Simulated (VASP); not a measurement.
Input of a VASP 6.6.1 run:

POSCAR

```
InSb3
1.0
    4.8063670000      0.0000000000      0.0000000000
    0.0000000000      4.8063670000      0.0000000000
    0.0000000000      0.0000000000      4.8063670000
Sb In
3 1
Direct
    0.5000000000      0.5000000000      0.0000000000
    0.0000000000      0.5000000000      0.5000000000
    0.5000000000      0.0000000000      0.5000000000
    0.0000000000      0.0000000000      0.0000000000
```

File INCAR.step1:

```
ALGO = Normal ; EDIFF = 1E-5
ENCUT = 400 ; GGA = PE
GGA_COMPAT = False ; ISIF = 2
ISMEAR = -1 ; LASPH = True
LCHARG = False ; LREAL = False
LWAVE = True ; NBANDS = 22
NELM = 120 ; PREC = Accurate
SIGMA = 0.05
```

The input INCAR.step2:

```
ALGO = Normal ; EDIFF = 1E-6
ENCUT = 400 ; GGA = PE
GGA_COMPAT = False ; HFSCREEN = 0.2079
ISIF = 2 ; ISMEAR = -1
ISTART = 1 ; LASPH = True
LCHARG = False ; LHFCALC = True
LREAL = False ; LWAVE = False
NBANDS = 22 ; NELM = 120
PREC = Accurate ; PRECFOCK = Normal
SIGMA = 0.05
```

KPOINTS

```
k-points
0
Gamma
  4 4 4
```

Potentials or basis: VASP PAW PBE potentials, release 64 (Sb, In_d).

Command:

```console
$ cat potpaw_PBE.64/Sb/POTCAR potpaw_PBE.64/In_d/POTCAR > POTCAR
$ cp INCAR.step1 INCAR
$ mpirun -np 1 vasp_std > vasp.out
$ cp INCAR.step2 INCAR
$ mpirun -np 1 vasp_std > vasp.out
```

Q: Predict the pressure.

A: -1.8 GPa.

Q: What does it give for the band gap on the k mesh?

A: Zero (bands 14 and 15 overlap by 5.29 eV).

Caveat: the PAW data sets were made with another functional, which shifts forces and pressure a little; spin-orbit coupling is left out, which moves the levels of the heavy elements.
